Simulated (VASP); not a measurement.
Tl, 1 atom in the cell. The structure is cubic, space group Im-3m (No. 229). Conventional cell: a = 3.850 Å, b = 3.850 Å, c = 3.850 Å, α = 90.00°, β = 90.00°, γ = 90.00°. Tl (site symmetry m-3m) has 14 Tl at 3.33 to 3.85 Å within 4.4 Å. This isn't the form of Tl at room conditions, which is hcp.

| Quantity | Value |
| --- | --- |
| Program | VASP 6.6.1 |
| Task | relaxation of cell and atoms |
| Functional | PBEsol |
| Potentials or basis | VASP PAW PBE potentials, release 64 (Tl_d) |
| Cutoff | 500 eV |
| k mesh | 9 × 9 × 9 |
| Occupations | fermi-dirac, width 0.05 eV |
| Spin | no spin polarisation |
| Target pressure | 10 GPa |
| Dipole correction | no |
| Further INCAR settings | ALGO = Normal; EDIFF = 1e-07; IBRION = 2; EDIFFG = -0.02; NSW = 80; ISIF = 3 |

Potentials or basis: VASP PAW PBE potentials, release 64 (Tl_d).

The run is started by

```bash
$ cat potpaw_PBE.64/Tl_d/POTCAR > POTCAR
$ mpirun -np 1 vasp_std > vasp.out
```

Hardware: 1 thread of Intel(R) Xeon(R) Platinum 8488C (Sapphire Rapids) (shared host).

**Question.** Estimate the wall time of this run.

**Answer.** Run time: 18 s on 1 thread of Intel(R) Xeon(R) Platinum 8488C (Sapphire Rapids) (shared host), peak memory 0.15 GiB. Counts: scf iterations 41, k points 35, ion steps 5.
